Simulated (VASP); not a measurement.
Wanted: the native input for a VASP 6.6.1 run.

```
Task                   : single point
Functional             : PBEsol
Potentials or basis    : VASP PAW PBE potentials, release 64 (Pt)
Cutoff                 : 520 eV
k mesh                 : 9 × 9 × 13
Occupations            : fermi-dirac, width 0.1 eV
Spin                   : no spin polarisation
Dipole correction      : no
Further INCAR settings : ALGO = Normal; EDIFF = 1e-07; NBANDS = 22
```

The structure of Pt lies in POSCAR:

```
Pt
1.0
    4.5322764633      0.0000000000      0.0000000000
   -2.2661382317      3.9250665542      0.0000000000
    0.0000000000      0.0000000000      2.7018620458
Pt
3
Direct
    1.0000000000      0.0000000000      0.0000000000
    0.3333333333      0.6666666667      0.5000000000
    0.6666666667      0.3333333333      0.5000000000
```

This isn't the form of Pt at room conditions, which is fcc.

One way to write it, as run:

INCAR

```
SYSTEM = Pt
PREC = Accurate
ENCUT = 520
EDIFF = 1E-7
ISMEAR = -1
SIGMA = 0.1
LREAL = .FALSE.
LASPH = .TRUE.
NELM = 60
ALGO = Normal
ISIF = 2
LWAVE = .FALSE.
LCHARG = .FALSE.
GGA = PS
NBANDS = 22
```

KPOINTS

```
regular mesh
0
G
  9 9 13
  0 0 0
```

Potentials or basis: VASP PAW PBE potentials, release 64 (Pt).

Command:

```bash
$ cat potpaw_PBE.64/Pt/POTCAR > POTCAR
$ mpirun -np 1 vasp_std > vasp.out
```

Results of the run:

```json
{
  "Pressure": "-9.9 GPa",
  "Band gap on the k mesh": "zero (bands 15 and 16 overlap by 1.24 eV)"
}
```

Caveat: the cell stands under tension; the PAW data sets were made with another functional, which shifts forces and pressure a little; spin-orbit coupling is left out, which moves the levels of the heavy elements.

Wall time 2.3 min on 1 thread of Intel Xeon 8259CL (shared host), peak memory 0.21 GiB.
